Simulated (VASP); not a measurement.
Set up this calculation in VASP 6.6.1, as the native input.

```
Task                   : single point
Functional             : PBEsol
Potentials or basis    : VASP PAW PBE potentials, release 64 (Si)
Cutoff                 : 520 eV
k mesh                 : 18 × 18 × 18
Occupations            : gaussian, width 0.1 eV
Spin                   : no spin polarisation
Dipole correction      : no
Further INCAR settings : ALGO = Normal; EDIFF = 1e-07; NBANDS = 8
```

The structure of Si lies in POSCAR:

```
Si
1.0
    0.0000000000      1.9191644791      1.9191644791
    1.9191644791      0.0000000000      1.9191644791
    1.9191644791      1.9191644791      0.0000000000
Si
1
Direct
    0.0000000000      0.0000000000      0.0000000000
```

One way to write it, as run:

INCAR

```
SYSTEM = Si
PREC = Accurate
ENCUT = 520
EDIFF = 1E-7
ISMEAR = 0
SIGMA = 0.1
LREAL = .False.
LASPH = .True.
NELM = 60
ALGO = Normal
ISIF = 2
LWAVE = .False.
LCHARG = .False.
GGA = PS
NBANDS = 8
```

KPOINTS

```
Automatic mesh
0
Gamma
  18 18 18
  0 0 0
```

Potentials or basis: VASP PAW PBE potentials, release 64 (Si).

Launch:

```sh
$ cat potpaw_PBE.64/Si/POTCAR > POTCAR
$ mpirun -np 1 vasp_std > vasp.out
```

Results of the run:

```
Pressure               : 0.2 GPa
Band gap on the k mesh : zero (band 2 reaches 21.84 eV, above the bottom of band 3 at 7.51 eV)
```

Caveat: the PAW data sets were made with another functional, which shifts forces and pressure a little.

It took 6.5 s on 1 thread of Intel(R) Xeon(R) 6975P-C (Granite Rapids) (shared host), peak memory 0.13 GiB.
